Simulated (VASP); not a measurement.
# Pb (Fd-3m) in VASP: further runs, part 2 of 2

VASP 6.6.1.

## 3. Vibrations by perturbation theory, PBEsol

The input, INCAR:

```
SYSTEM = Pb
PREC = Accurate
ENCUT = 520
EDIFF = 1E-8
ISMEAR = -1
SIGMA = 0.05
LREAL = .FALSE.
LASPH = .TRUE.
NELM = 80
ALGO = Normal
ISIF = 2
LWAVE = .FALSE.
LCHARG = .TRUE.
GGA = PS
NBANDS = 21
IBRION = 8
NSW = 1
```

The input, KPOINTS:

```
regular mesh
0
G
  6 6 6
  0 0 0
```

The input, POSCAR:

```
Pb
1.0
    0.0000000000      3.4390000555      3.4390000555
    3.4390000555      0.0000000000      3.4390000555
    3.4390000555      3.4390000555      0.0000000000
Pb
2
Direct
    0.2500000000      0.2500000000      0.2500000000
    0.0000000000      0.0000000000      0.0000000000
```

Potentials or basis: VASP PAW PBE potentials, release 64 (Pb_d).

Command:

```bash
cat potpaw_PBE.64/Pb_d/POTCAR > POTCAR
mpirun -np 1 vasp_std > vasp.out
```

OUTCAR:

```text
SYSTEM = Pb
   PREC = Accurate
   ENCUT = 520
   EDIFF = 1E-8
   ISMEAR = -1
   LREAL = .FALSE.
   LASPH = .TRUE.
   NELM = 80
   ISIF = 2
   GGA = PS
   IBRION = 8
   NSW = 1

 ion  position               nearest neighbor table
   1  0.250  0.250  0.250-   2 2.98   2 2.98   2 2.98   2 2.98
   2  0.000  0.000  0.000-   1 2.98   1 2.98   1 2.98   1 2.98

  LATTYP: Found a face centered cubic cell.
 ALAT       =     6.8780001110

  Lattice vectors:

 A1 = (   0.0000000000,   3.4390000555,   3.4390000555)
 A2 = (   3.4390000555,   0.0000000000,   3.4390000555)
 A3 = (   3.4390000555,   3.4390000555,   0.0000000000)

Analysis of symmetry for initial positions (statically):
=====================================================================
 Subroutine PRICEL returns:
 Original cell was already a primitive cell.

 Routine SETGRP: Setting up the symmetry group for a
 face centered cubic supercell.

 Subroutine GETGRP returns: Found 48 space group operations
 (whereof 24 operations were pure point group operations)
 out of a pool of 48 trial point group operations.

The static configuration has the point symmetry T_d .
 The point group associated with its full space group is O_h .

Analysis of symmetry for dynamics (positions and initial velocities):
=====================================================================
 Subroutine PRICEL returns:
 Original cell was already a primitive cell.

 Routine SETGRP: Setting up the symmetry group for a
 face centered cubic supercell.

 Subroutine GETGRP returns: Found 48 space group operations
 (whereof 24 operations were pure point group operations)
 out of a pool of 48 trial point group operations.

The dynamic configuration has the point symmetry T_d .
 The point group associated with its full space group is O_h .

 Subroutine INISYM returns: Found 48 space group operations
 (whereof 24 operations are pure point group operations),
 and found     1 'primitive' translations

----------------------------------------------------------------------------------------

                                     Primitive cell

  volume of cell :      81.3442

  direct lattice vectors                    reciprocal lattice vectors
     0.000000000  3.439000056  3.439000056    -0.145391100  0.145391100  0.145391100
     3.439000056  0.000000000  3.439000056     0.145391100 -0.145391100  0.145391100
     3.439000056  3.439000056  0.000000000     0.145391100  0.145391100 -0.145391100

  length of vectors
     4.863480519  4.863480519  4.863480519     0.251824772  0.251824772  0.251824772

  position of ions in fractional coordinates (direct lattice)
     0.250000000  0.250000000  0.250000000
     0.000000000  0.000000000  0.000000000

  ion indices of the primitive-cell ions
[... 109 lines left out ...]
  ext. energy  EPLUGINS =         0.00000000
  ---------------------------------------------------
  free energy    TOTEN  =        -7.33749732 eV

  energy without entropy =       -7.32919382  energy(sigma->0) =       -7.33334557

 E-fermi :   4.0834     XC(G=0):  -8.6171

 val. band max:        4.0735478282   @ k =   0.1667   0.0000   0.0000
 cond. band min:       4.1544278508   @ k =   0.1667   0.0000   0.0000
 fundamental gap:      0.0808800226
 Fermi energy:         4.0833545988

 k-point     1 :       0.0000    0.0000    0.0000
  band No.  band energies     occupation
      1     -12.9614      2.00000
      2     -12.9614      2.00000
      3     -12.9614      2.00000
      4     -12.8832      2.00000
      5     -12.8832      2.00000
      6     -12.4505      2.00000
[... 373 lines left out ...]
     20      12.7176      0.00000
     21      13.8981      0.00000

------------------------ aborting loop because EDIFF is reached ----------------------------------------

  FORCE on cell =-STRESS in cart. coord.  units (eV):
  Direction    XX          YY          ZZ          XY          YZ          ZX
  --------------------------------------------------------------------------------------
  -------------------------------------------------------------------------------------
  Total        0.2397960      0.2397960      0.2397960     -0.0000000      0.0000000     -0.0000000
  in kB        4.7230875      4.7230875      4.7230875     -0.0000000      0.0000000     -0.0000000
  external PRESSURE =       4.7230875 kB  Pullay stress =       0.0000000 kB

 VOLUME and BASIS-vectors are now :
 -----------------------------------------------------------------------------
  energy-cutoff  :      520.00
  volume of cell :       81.34
      direct lattice vectors                 reciprocal lattice vectors
     0.000000000  3.439000056  3.439000056    -0.145391100  0.145391100  0.145391100
     3.439000056  0.000000000  3.439000056     0.145391100 -0.145391100  0.145391100
     3.439000056  3.439000056  0.000000000     0.145391100  0.145391100 -0.145391100

 POSITION                                       TOTAL-FORCE (eV/Angst)
 -----------------------------------------------------------------------------------
      1.71950      1.71950      1.71950         0.000000     -0.000000     -0.000000
      0.00000      0.00000      0.00000        -0.000000      0.000000      0.000000
 -----------------------------------------------------------------------------------
    total drift:                                0.000000      0.000000      0.000000

  FREE ENERGIE OF THE ION-ELECTRON SYSTEM (eV)
  ---------------------------------------------------
  free  energy   TOTEN  =        -7.3374973244 eV

  energy  without entropy=       -7.3291938211  energy(sigma->0) =       -7.33334557

[... ionic steps 2 to 3 ...]

--------------------------------------- Ionic step        4  -------------------------------------------

 Free energy of the ion-electron system (eV)
  ---------------------------------------------------
  ---------------------------------------------------
  free energy    TOTEN  =        -0.33692037 eV

  energy without entropy =       -0.33692037

------------------------ aborting loop because EDIFF is reached ----------------------------------------

 INTERNAL STRAIN TENSOR  FOR ION    1  DIRECTION 1   (eV/Angst):
 -----------------------------------------------------------------------------
     0.01573  0.00000  0.00000
     0.00000 -0.00567 -6.37526
     0.00000 -6.37526 -0.00567

 INTERNAL STRAIN TENSOR FOR ION    2 for displacements in x,y,z  (eV/Angst):
          X           Y           Z          XY          YZ          ZX
  --------------------------------------------------------------------------------
  x    -0.00000     0.00000     0.00000     0.00000     6.37526     0.00000
  y     0.00000    -0.00000     0.00000     0.00000     0.00000     6.37526
  z     0.00000     0.00000    -0.00000     6.37526     0.00000     0.00000

 SECOND DERIVATIVES (NOT SYMMETRIZED)
 ------------------------------------
               1X          1Y          1Z          2X          2Y          2Z
  1X    -4.046703    0.000000    0.000000    4.046703    0.000000    0.000000
  1Y     0.000000   -4.046703    0.000000    0.000000    4.046703    0.000000
  1Z     0.000000    0.000000   -4.046703    0.000000    0.000000    4.046703
  2X     4.046703    0.000000    0.000000   -4.046703    0.000000    0.000000
  2Y     0.000000    4.046703    0.000000    0.000000   -4.046703    0.000000
  2Z     0.000000    0.000000    4.046703    0.000000    0.000000   -4.046703

 Eigenvectors and eigenvalues of the dynamical matrix
 ----------------------------------------------------

   1 f  =    3.089737 THz    19.413391 2PiTHz  103.062539 cm-1    12.778121 meV
             X         Y         Z           dx          dy          dz
      1.719500  1.719500  1.719500     0.000000   -0.707107    0.000000
      0.000000  0.000000  0.000000     0.000000    0.707107    0.000000
[... 21 lines left out ...]
   6 f  =    0.000000 THz     0.000000 2PiTHz    0.000000 cm-1     0.000000 meV
             X         Y         Z           dx          dy          dz
      1.719500  1.719500  1.719500     0.000000    0.000000    0.707107
      0.000000  0.000000  0.000000     0.000000    0.000000    0.707107

--------------------------------------------------------------------------------------------------------

 ELASTIC MODULI CONTR FROM IONIC RELAXATION (kBar)
 Direction    XX          YY          ZZ          XY          YZ          ZX
 --------------------------------------------------------------------------------
 XX          -0.0000      0.0000      0.0000     -0.0000      0.0000     -0.0000
 YY           0.0000     -0.0000     -0.0000     -0.0000     -0.0000      0.0000
 ZZ           0.0000     -0.0000     -0.0000      0.0000     -0.0000     -0.0000
 XY          -0.0000     -0.0000      0.0000   -197.8235      0.0000      0.0000
 YZ           0.0000     -0.0000     -0.0000      0.0000   -197.8235      0.0000
 ZX          -0.0000      0.0000     -0.0000      0.0000      0.0000   -197.8235
 --------------------------------------------------------------------------------
```

It took 64 s on 1 thread of Intel Xeon 6975P-C (Granite Rapids), shared host; peak memory 0.33 GiB.

Results:

```
Highest phonon frequency at Γ : 103 cm⁻¹
```

Phonon frequencies in cm⁻¹ (negative: imaginary):
| q point | frequencies |
| --- | --- |
| (0.000, 0.000, 0.000) | 0 0 0 103 103 103 |

Caveat: the PAW data sets were made with another functional, which shifts forces and pressure a little; spin-orbit coupling is left out, which moves the levels of the heavy elements.

## 4. Elastic constants, PBEsol

The input, INCAR:

```
SYSTEM = Pb
PREC = Accurate
ENCUT = 600
EDIFF = 1E-8
ISMEAR = -1
SIGMA = 0.05
LREAL = .False.
LASPH = .True.
NELM = 100
ALGO = Normal
ISIF = 3
LWAVE = .False.
LCHARG = .False.
GGA = PS
NBANDS = 21
IBRION = 6
NFREE = 2
POTIM = 0.015
NSW = 1
```

The input, KPOINTS:

```
Automatic mesh
0
Gamma
  6 6 6
  0 0 0
```

POSCAR is that of step 3.

Potentials or basis: VASP PAW PBE potentials, release 64 (Pb_d).

Command:

```bash
cat potpaw_PBE.64/Pb_d/POTCAR > POTCAR
mpirun -np 1 vasp_std > vasp.out
```

OUTCAR:

```text
SYSTEM = Pb
   PREC = Accurate
   ENCUT = 600
   EDIFF = 1E-8
   ISMEAR = -1
   LREAL = .False.
   LASPH = .True.
   NELM = 100
   ISIF = 3
   GGA = PS
   IBRION = 6
   NFREE = 2
   POTIM = 0.015
   NSW = 1

 ion  position               nearest neighbor table
   1  0.250  0.250  0.250-   2 2.98   2 2.98   2 2.98   2 2.98
   2  0.000  0.000  0.000-   1 2.98   1 2.98   1 2.98   1 2.98

  LATTYP: Found a face centered cubic cell.
 ALAT       =     6.8780001110

  Lattice vectors:

 A1 = (   0.0000000000,   3.4390000555,   3.4390000555)
 A2 = (   3.4390000555,   0.0000000000,   3.4390000555)
 A3 = (   3.4390000555,   3.4390000555,   0.0000000000)

Analysis of symmetry for initial positions (statically):
=====================================================================
 Subroutine PRICEL returns:
 Original cell was already a primitive cell.

 Routine SETGRP: Setting up the symmetry group for a
 face centered cubic supercell.

 Subroutine GETGRP returns: Found 48 space group operations
 (whereof 24 operations were pure point group operations)
 out of a pool of 48 trial point group operations.

The static configuration has the point symmetry T_d .
 The point group associated with its full space group is O_h .

Analysis of symmetry for dynamics (positions and initial velocities):
[... 934 lines left out ...]
  Total        0.2649624      0.2677992      0.2677992      0.0000000      0.0976606      0.0000000
  in kB        5.2187725      5.2746468      5.2746468      0.0000000      1.9235493      0.0000000
  external PRESSURE =       5.2560220 kB  Pullay stress =       0.0000000 kB
[... 17 lines left out ...]
  FREE ENERGIE OF THE ION-ELECTRON SYSTEM (eV)
  ---------------------------------------------------
  free  energy   TOTEN  =        -7.3372982271 eV

  energy  without entropy=       -7.3290401483  energy(sigma->0) =       -7.33316919

 INTERNAL STRAIN TENSORS FROM STRAINED CELLS
 ============================================

 INTERNAL STRAIN TENSOR FOR ION    1 for displacements in x,y,z  (eV/Angst):
          X           Y           Z          XY          YZ          ZX
  --------------------------------------------------------------------------------
  x    -0.00000     0.00000    -0.00000     0.00000    -6.51289     0.00000
  y     0.00000    -0.00000    -0.00000     0.00000    -0.00000    -6.51706
  z     0.00000     0.00000     0.00000    -6.51468    -0.00000     0.00000

 INTERNAL STRAIN TENSORS FROM DISPLACED ATOMS
 ============================================

 INTERNAL STRAIN TENSOR FOR ION    1 for displacements in x,y,z  (eV/Angst):
          X           Y           Z          XY          YZ          ZX
  --------------------------------------------------------------------------------
  x    -0.00000     0.00000     0.00000     0.00000    -6.50985     0.00000
  y    -0.00000    -0.00000    -0.00000     0.00000     0.00000    -6.50985
  z     0.00000     0.00000    -0.00000    -6.50985     0.00000     0.00000

 INTERNAL STRAIN TENSOR FOR ION    2 for displacements in x,y,z  (eV/Angst):
          X           Y           Z          XY          YZ          ZX
  --------------------------------------------------------------------------------
  x     0.00000    -0.00000    -0.00000     0.00000     6.50985     0.00000
  y     0.00000     0.00000     0.00000     0.00000     0.00000     6.50985
  z    -0.00000    -0.00000     0.00000     6.50985     0.00000     0.00000

 Eigenvectors and eigenvalues of the dynamical matrix
 ----------------------------------------------------

   1 f  =    3.077320 THz    19.335370 2PiTHz  102.648338 cm-1    12.726766 meV
             X         Y         Z           dx          dy          dz
      1.719500  1.719500  1.719500     0.000000   -0.707107    0.000000
      0.000000  0.000000  0.000000     0.000000    0.707107    0.000000
[... 21 lines left out ...]
   6 f  =    0.000000 THz     0.000000 2PiTHz    0.000000 cm-1     0.000000 meV
             X         Y         Z           dx          dy          dz
      1.719500  1.719500  1.719500     0.000000    0.000000    0.707107
      0.000000  0.000000  0.000000     0.000000    0.000000    0.707107

--------------------------------------------------------------------------------------------------------

 ELASTIC MODULI CONTR FROM IONIC RELAXATION (kBar)
 Direction    XX          YY          ZZ          XY          YZ          ZX
 --------------------------------------------------------------------------------
 XX          -0.0000     -0.0000      0.0000      0.0000     -0.0000     -0.0000
 YY          -0.0000     -0.0000     -0.0000      0.0000      0.0000     -0.0000
 ZZ           0.0000     -0.0000     -0.0000     -0.0000      0.0000     -0.0000
 XY           0.0000      0.0000     -0.0000   -207.9324      0.0000      0.0000
 YZ          -0.0000      0.0000      0.0000      0.0000   -207.9324      0.0000
 ZX          -0.0000     -0.0000     -0.0000      0.0000      0.0000   -207.9324
 --------------------------------------------------------------------------------

 TOTAL ELASTIC MODULI (kBar)
 Direction    XX          YY          ZZ          XY          YZ          ZX
 --------------------------------------------------------------------------------
 XX         344.3650    316.4186    316.4186      0.0000     -0.0000     -0.0000
 YY         316.4186    344.3650    316.4186      0.0000      0.0000     -0.0000
 ZZ         316.4186    316.4186    344.3650     -0.0000      0.0000      0.0000
 XY           0.0000      0.0000     -0.0000    113.3830      0.0000      0.0000
 YZ          -0.0000      0.0000      0.0000      0.0000    113.3830      0.0000
 ZX          -0.0000     -0.0000      0.0000      0.0000      0.0000    113.3830
 --------------------------------------------------------------------------------
```

OSZICAR:

```text
N       E                     dE             d eps       ncg     rms          rms(c)
DAV:   1     0.302487807891E+03    0.30249E+03   -0.14688E+04   672   0.161E+03
[... 193 lines left out ...]
DAV:   4    -0.733730071205E+01    0.42321E-04   -0.32713E-04  2717   0.263E-01    0.977E-03
DAV:   5    -0.733729823650E+01    0.24756E-05   -0.23929E-05  2840   0.616E-02    0.269E-03
DAV:   6    -0.733729815407E+01    0.82426E-07   -0.14135E-06  2980   0.133E-02    0.764E-04
DAV:   7    -0.733729822203E+01   -0.67957E-07   -0.98439E-08  2520   0.390E-03    0.167E-04
DAV:   8    -0.733729823778E+01   -0.15749E-07   -0.10275E-08  1628   0.108E-03    0.109E-04
DAV:   9    -0.733729822512E+01    0.12655E-07   -0.45028E-09  1331   0.988E-04    0.396E-05
DAV:  10    -0.733729822706E+01   -0.19372E-08   -0.12642E-09  1221   0.455E-04
  15 F= -.73372982E+01 E0= -.73331692E+01  d E =-.825808E-02
```

Run time: 8.3 min. Hardware: 1 thread of Intel Xeon 6975P-C (Granite Rapids), shared host; peak memory 0.37 GiB.

What came out:

| Property | Result |
| --- | --- |
| Elastic constants C11, C12, C44 | 34, 32, 11 GPa |
| Voigt bulk modulus | 33 GPa |
| Highest phonon frequency at Γ | 103 cm⁻¹ |

Phonon frequencies in cm⁻¹ (negative: imaginary):
```
              q point        frequencies
(0.000, 0.000, 0.000)  0 0 0 103 103 103
```

Elastic tensor in Voigt notation (GPa, in the Cartesian axes of the cell as first typed):
```
34 32 32  0  0  0
32 34 32  0  0  0
32 32 34  0  0  0
 0  0  0 11  0  0
 0  0  0  0 11  0
 0  0  0  0  0 11
```

Clamped-ion elastic tensor (GPa):
```
34 32 32  0  0  0
32 34 32  0  0  0
32 32 34  0  0  0
 0  0  0 32  0  0
 0  0  0  0 32  0
 0  0  0  0  0 32
```

Caveat: the PAW data sets were made with another functional, which shifts forces and pressure a little; spin-orbit coupling is left out, which moves the levels of the heavy elements.
